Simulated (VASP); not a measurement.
# PtSe2 in VASP: further runs, part 2 of 2

VASP 6.6.1. Earlier steps stand in the parts before.

## 3. Single point, PBE

This run uses another cell than the first one.

File INCAR:

```
SYSTEM = PtSe2
ALGO = Normal
DIPOL = 0.5 0.5 0.500
EDIFF = 1E-6
ENCUT = 520
GGA = PE
IDIPOL = 3
ISIF = 2
ISMEAR = 0
LASPH = .True.
LCHARG = .False.
LDIPOL = .True.
LREAL = .False.
LWAVE = .False.
NBANDS = 18
NELM = 80
PREC = Accurate
SIGMA = 0.02
```

File KPOINTS:

```
k-points
0
Gamma
  9 9 1
  0 0 0
```

File POSCAR:

```
PtSe2
1.0
    3.7069017943      0.0000000000      0.0000000000
   -1.8534508971      3.2102711232      0.0000000000
    0.0000000000      0.0000000000     31.1215005226
Se Pt
2 1
Direct
    0.6666666667      0.3333333333      0.4574342089
    0.3333333333      0.6666666667      0.5425657911
    0.0000000000      0.0000000000      0.5000000000
```

Potentials or basis: VASP PAW PBE potentials, release 64 (Se, Pt).

On the command line:

```console
$ cat potpaw_PBE.64/Se/POTCAR potpaw_PBE.64/Pt/POTCAR > POTCAR
$ mpirun -np 1 vasp_std > vasp.out
```

OUTCAR:

```text
SYSTEM = PtSe2
   EDIFF = 1E-6
   ENCUT = 520
   GGA = PE
   ISIF = 2
   ISMEAR = 0
   LASPH = .True.
   LREAL = .False.
   NELM = 80
   PREC = Accurate

 ion  position               nearest neighbor table
   1  0.667  0.333  0.457-   3 2.52   3 2.52   3 2.52
   2  0.333  0.667  0.543-   3 2.52   3 2.52   3 2.52
   3  0.000  0.000  0.500-   1 2.52   2 2.52   2 2.52   1 2.52   1 2.52   2 2.52

  LATTYP: Found a hexagonal cell.
 ALAT       =     3.7069017943
 C/A-ratio  =     8.3955557092

  Lattice vectors:

 A1 = (   3.7069017943,   0.0000000000,   0.0000000000)
 A2 = (  -1.8534508971,   3.2102711232,   0.0000000000)
 A3 = (   0.0000000000,   0.0000000000,  31.1215005226)

Analysis of symmetry for initial positions (statically):
=====================================================================
 Subroutine PRICEL returns:
 Original cell was already a primitive cell.

 Routine SETGRP: Setting up the symmetry group for a
 hexagonal supercell.

 Subroutine GETGRP returns: Found 12 space group operations
 (whereof 12 operations were pure point group operations)
 out of a pool of 24 trial point group operations.

The static configuration has the point symmetry D_3d.

Analysis of symmetry for dynamics (positions and initial velocities):
=====================================================================
 Subroutine PRICEL returns:
 Original cell was already a primitive cell.

 Routine SETGRP: Setting up the symmetry group for a
 hexagonal supercell.

 Subroutine GETGRP returns: Found 12 space group operations
 (whereof 12 operations were pure point group operations)
 out of a pool of 24 trial point group operations.

The dynamic configuration has the point symmetry D_3d.

 Subroutine INISYM returns: Found 12 space group operations
 (whereof 12 operations are pure point group operations),
 and found     1 'primitive' translations

----------------------------------------------------------------------------------------

                                     Primitive cell

  volume of cell :     370.3508

  direct lattice vectors                    reciprocal lattice vectors
     3.706901794  0.000000000  0.000000000     0.269767060  0.155750085  0.000000000
    -1.853450897  3.210271123  0.000000000     0.000000000  0.311500170  0.000000000
     0.000000000  0.000000000 31.121500523     0.000000000  0.000000000  0.032132127

  length of vectors
     3.706901794  3.706901794 31.121500523     0.311500170  0.311500170  0.032132127

  position of ions in fractional coordinates (direct lattice)
     0.666666667  0.333333333  0.457434209
     0.333333333  0.666666667  0.542565791
     0.000000000  0.000000000  0.500000000

  ion indices of the primitive-cell ions
   primitive index   ion index
                 1           1
                 2           2
                 3           3

----------------------------------------------------------------------------------------

 KPOINTS: k-points

Automatic generation of k-mesh.
 Grid dimensions read from file:
 generate k-points for:    9    9    1

 Generating k-lattice:

  Cartesian coordinates                     Fractional coordinates (reciprocal lattice)
     0.029974118  0.017305565  0.000000000     0.111111111 -0.000000000  0.000000000
     0.000000000  0.034611130  0.000000000     0.000000000  0.111111111  0.000000000
     0.000000000  0.000000000  0.032132127     0.000000000  0.000000000  1.000000000

  Length of vectors
     0.034611130  0.034611130  0.032132127

  Shift w.r.t. Gamma in fractional coordinates (k-lattice)
     0.000000000  0.000000000  0.000000000

 Subroutine IBZKPT returns following result:
 ===========================================

 Found     12 irreducible k-points:

 Following reciprocal coordinates:
            Coordinates               Weight
  0.000000  0.000000  0.000000      1.000000
  0.111111  0.000000  0.000000      6.000000
  0.222222  0.000000  0.000000      6.000000
  0.333333  0.000000  0.000000      6.000000
  0.444444  0.000000  0.000000      6.000000
  0.111111  0.111111  0.000000      6.000000
  0.222222  0.111111  0.000000     12.000000
  0.333333  0.111111  0.000000     12.000000
  0.444444  0.111111  0.000000      6.000000
  0.222222  0.222222  0.000000      6.000000
  0.333333  0.222222  0.000000     12.000000
  0.333333  0.333333  0.000000      2.000000
   k-points           NKPTS =     12   k-points in BZ     NKDIM =     12   number of bands    NBANDS=     18
   number of dos      NEDOS =    301   number of ions     NIONS =      3
   total plane-waves  NPLWV = 188160
   dimension x,y,z NGX =    28 NGY =   28 NGZ =  240
   dimension x,y,z NGXF=    56 NGYF=   56 NGZF=  480
   ions per type =               2   1
   NGX,Y,Z   is equivalent  to a cutoff of  12.56, 12.56, 12.82 a.u.
   NGXF,Y,Z  is equivalent  to a cutoff of  25.11, 25.11, 25.64 a.u.
 SYSTEM =  PtSe2
   PREC   = accura    normal or accurate (medium, high low for compatibility)
   ISTART =      0    job   : 0-new  1-cont  2-samecut
   ICHARG =      2    charge: 1-file 2-atom 10-const
   ISPIN  =      1    spin polarized calculation?
   LNONCOLLINEAR =      F non collinear calculations
   LSORBIT =      F    spin-orbit coupling
   LASPH  =      T    aspherical Exc in radial PAW
   ENCUT  =  520.0 eV  38.22 Ry    6.18 a.u.   6.89  6.89 57.87*2*pi/ulx,y,z
   NELM   =     80;   NELMIN=  2; NELMDL= -5     # of ELM steps
   EDIFF  = 0.1E-05   stopping-criterion for ELM
   LREAL  =      F    real-space projection
[... 7 lines left out ...]
   TEBEG  =    0.0;   TEEND  =   0.0 temperature during run
   PSTRESS=    0.0 pullay stress
   NELECT =      22.0000    total number of electrons
   NUPDOWN=      -1.0000    fix difference up-down
   EMIN   =  10.00;   EMAX   =-10.00  energy-range for DOS
   EFERMI =   0.00;   METHOD = LEGACY
   ISMEAR =     0;   SIGMA  =   0.02  broadening in eV -4-tet -1-fermi 0-gaus
   EFERMI_NEDOS =   21; number of points for ismear=-14 and -15
   IALGO  =     38    algorithm
   IMIX   =      4    mixing-type and parameters
     AMIX     =   0.40;   BMIX     =  1.00
     AMIX_MAG =   1.60;   BMIX_MAG =  1.00
  volume/ion in A,a.u.               =     123.45       833.08
  Fermi-wavevector in a.u.,A,eV,Ry     =   0.638770  1.207101  5.551549  0.408027
  Thomas-Fermi vector in A             =   1.704222
   LORBIT       =      0    0 simple, 1 ext, 2 COOP (PROOUT), +10 PAW based schemes
   GGA     = PE    functional components
   LHFCALC =     F    Hartree Fock is set to
   AEXX    =    0.0000 exact exchange contribution
   IVDW    =     0    specifies the selected vdW correction
   LEPSILON=     F    determine dielectric tensor
   LRPA    =     F    only Hartree local field effects (RPA)
 non-spin polarized calculation
 Gauss-broadening in eV      SIGMA  =   0.02
  energy-cutoff  :      520.00
  volume of cell :      370.35
 maximum number of plane-waves:     10012
 NGX is ok and might be reduce to    28
   NGX = 13   NGY = 13   NGZ =115

 number of electron      21.9999997 magnetization

 dipolmoment           0.000000      0.000000     -0.000000 electrons x Angstroem

 Free energy of the ion-electron system (eV)
  ---------------------------------------------------
  ext. energy  EPLUGINS =         0.00000000
  ---------------------------------------------------
  free energy    TOTEN  =       -14.28739153 eV

  energy without entropy =      -14.28739153  energy(sigma->0) =      -14.28739153

 E-fermi :  -3.7060     XC(G=0):  -2.1915

 val. band max:       -3.8303626115   @ k =   0.0000   0.0000   0.0000
 cond. band min:      -2.4788111217   @ k =   0.2222   0.0000   0.0000
 fundamental gap:      1.3515514897
 Fermi energy:        -3.7060140880

 k-point     1 :       0.0000    0.0000    0.0000
  band No.  band energies     occupation
      1     -17.8749      2.00000
      2     -16.1109      2.00000
      3      -8.9822      2.00000
      4      -8.9234      2.00000
      5      -8.9234      2.00000
      6      -6.7107      2.00000
[... 10 lines left out ...]
     17       1.8223      0.00000
     18       2.2051      0.00000
[... 214 lines left out ...]
      2     -16.2110      2.00000
      3      -9.1139      2.00000
      4      -8.7386      2.00000
      5      -8.7386      2.00000
      6      -7.3070      2.00000
[... 10 lines left out ...]
     17       4.9450      0.00000
     18       5.1796      0.00000

------------------------ aborting loop because EDIFF is reached ----------------------------------------

 vacuum level on the upper side and lower side of the slab       (xc-potential included)        -0.008        -0.008

  FORCE on cell =-STRESS in cart. coord.  units (eV):
  Direction    XX          YY          ZZ          XY          YZ          ZX
  --------------------------------------------------------------------------------------
  -------------------------------------------------------------------------------------
  Total        0.9030637      0.9030637      0.1781536      0.0000000      0.0000000     -0.0000000
  in kB        3.9067503      3.9067503      0.7707115      0.0000000      0.0000000     -0.0000000
  external PRESSURE =       2.8614040 kB  Pullay stress =       0.0000000 kB

 VOLUME and BASIS-vectors are now :
 -----------------------------------------------------------------------------
  energy-cutoff  :      520.00
  volume of cell :      370.35
      direct lattice vectors                 reciprocal lattice vectors
     3.706901794  0.000000000  0.000000000     0.269767060  0.155750085  0.000000000
    -1.853450897  3.210271123  0.000000000     0.000000000  0.311500170  0.000000000
     0.000000000  0.000000000 31.121500523     0.000000000  0.000000000  0.032132127

 POSITION                                       TOTAL-FORCE (eV/Angst)
 -----------------------------------------------------------------------------------
      1.85345      1.07009     14.23604         0.000000     -0.000000     -0.072949
     -0.00000      2.14018     16.88546         0.000000      0.000000      0.072949
      0.00000      0.00000     15.56075        -0.000000      0.000000      0.000000
 -----------------------------------------------------------------------------------
    total drift:                               -0.000000      0.000000     -0.000000

  FREE ENERGIE OF THE ION-ELECTRON SYSTEM (eV)
  ---------------------------------------------------
  free  energy   TOTEN  =       -14.2873915292 eV

  energy  without entropy=      -14.2873915292  energy(sigma->0) =      -14.28739153

 vacuum level on the upper side and lower side of the slab         1.816         1.816
```

OSZICAR:

```text
N       E                     dE             d eps       ncg     rms          rms(c)
DAV:   1     0.173252962424E+03    0.17325E+03   -0.66292E+03   432   0.844E+02
DAV:   2     0.574273231174E+01   -0.16751E+03   -0.15630E+03   690   0.148E+02
DAV:   3    -0.147842780467E+02   -0.20527E+02   -0.20360E+02   564   0.656E+01
[... 16 lines left out ...]
DAV:  20    -0.142873844519E+02   -0.94085E-05   -0.18845E-06   420   0.609E-03    0.384E-03
DAV:  21    -0.142873881010E+02   -0.36491E-05   -0.27315E-07   442   0.258E-03    0.560E-03
DAV:  22    -0.142873895814E+02   -0.14804E-05   -0.27870E-07   438   0.251E-03    0.928E-04
DAV:  23    -0.142873908600E+02   -0.12786E-05   -0.20066E-07   432   0.209E-03    0.216E-03
DAV:  24    -0.142873915292E+02   -0.66921E-06   -0.40839E-08   438   0.107E-03
   1 F= -.14287392E+02 E0= -.14287392E+02  d E =-.548552E-20
```

stdout:

```text
POSCAR found type information on POSCAR SePt
 POSCAR found :  2 types and       3 ions
 scaLAPACK will be used
 LDA part: xc-table for (Slater+PW92), standard interpolation
 POSCAR, INCAR and KPOINTS ok, starting setup
 FFT: planning ... GRIDC
 FFT: planning ... GRID_SOFT
 FFT: planning ... GRID
 WAVECAR not read
 entering main loop
```

Wall time 79 s (1 thread of Intel Xeon 6975P-C (Granite Rapids), shared host); peak memory 0.47 GiB.

What came out:

```yaml
Free_energy: -14.2874 eV
Largest_force: 0.073 eV/Å
Band_gap_on_the_k_mesh: 1.35 eV (least direct gap 1.58 eV)
```

Forces on the atoms (eV/Å):
```
Se   0.000  0.000 -0.073
Se   0.000  0.000  0.073
Pt   0.000  0.000  0.000
```

Caveat: spin-orbit coupling is left out, which moves the levels of the heavy elements.
